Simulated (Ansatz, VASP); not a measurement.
**Si: VASP beside Ansatz**

INCAR

```
SYSTEM = Si
ALGO = Normal
EDIFF = 1E-6
ENCUT = 520
GGA = CA
ISIF = 2
ISMEAR = 0
LASPH = .True.
LCHARG = .True.
LELF = .True.
LREAL = .False.
LVHAR = .True.
LWAVE = .False.
NBANDS = 16
NELM = 80
PREC = Accurate
SIGMA = 0.03
```

File KPOINTS:

```
k-points
0
Gamma
  10 10 10
  0 0 0
```

POSCAR

```
Si
1.0
   -3.3010168807      3.3010168807      1.9082539665
    3.3010168807     -3.3010168807      1.9082539665
    3.3010168807      3.3010168807     -1.9082539665
Si
4
Direct
    0.1631242597      0.1631242597      0.3576908752
    0.8368757403      0.8368757403      0.6423091248
    0.1788454376      0.8211545624      0.0000000000
    0.8211545624      0.1788454376      0.0000000000
```

Input for Ansatz:

```yaml
crystal:
  lattice:
    - [-3.3010168807, 3.3010168807, 1.9082539665]
    - [3.3010168807, -3.3010168807, 1.9082539665]
    - [3.3010168807, 3.3010168807, -1.9082539665]
  atoms:
    - { symbol: Si, position: [0.1631242597, 0.1631242597, 0.3576908752] }
    - { symbol: Si, position: [0.8368757403, 0.8368757403, 0.6423091248] }
    - { symbol: Si, position: [0.1788454376, 0.8211545624, 0.0] }
    - { symbol: Si, position: [0.8211545624, 0.1788454376, 0.0] }
basis:
  ecutwfc: 420
kpoints:
  mp_grid: { grid: [10, 10, 10] }
hamiltonian:
  xc: lda
  pseudopotentials: { kind: paw, azcp: { folder: soft_1 } }
scf:
  occupations: { method: gaussian, width: 0.03 }
output:
  forces: true
  stress: true
  eigenvalues: true
```

Change from the starting cell: mode 7 frozen in at +0.000 Å and mode 10 at -0.060 Å (largest displacements).

Alike in both runs: task single point; functional LDA; k mesh 10 × 10 × 10; occupations gaussian, width 0.03 eV; no spin polarisation.

|  | VASP | Ansatz |
| --- | --- | --- |
| version | VASP 6.6.1 | Ansatz 0.2.0 |
| potentials or method | VASP PAW LDA potentials, release 64 (Si), cutoff 520 eV | scalar-relativistic, plane waves, PAW |
| valence electrons in the cell | 16 | 16 |

```csv
,VASP,Ansatz,Ansatz less VASP
gap on the k mesh at the Fermi level (eV),none,none,-
pressure (GPa),0.4,0.3,-0.05
"traceless stress, the component that is largest in VASP (GPa)",-1.78,-1.77,+0.006
rms of the force components (eV/Å),0.635,0.635,+0.0004
```

Ansatz warns that its potentials were made for another functional, while VASP's fit it. LDA's correlation is that of Perdew and Zunger in VASP and of Perdew and Wang (1992) in Ansatz. Atom by atom the forces differ by 0.002 eV/Å (rms over components). A gap of «none» marks a metal or a gap that the smearing closes.
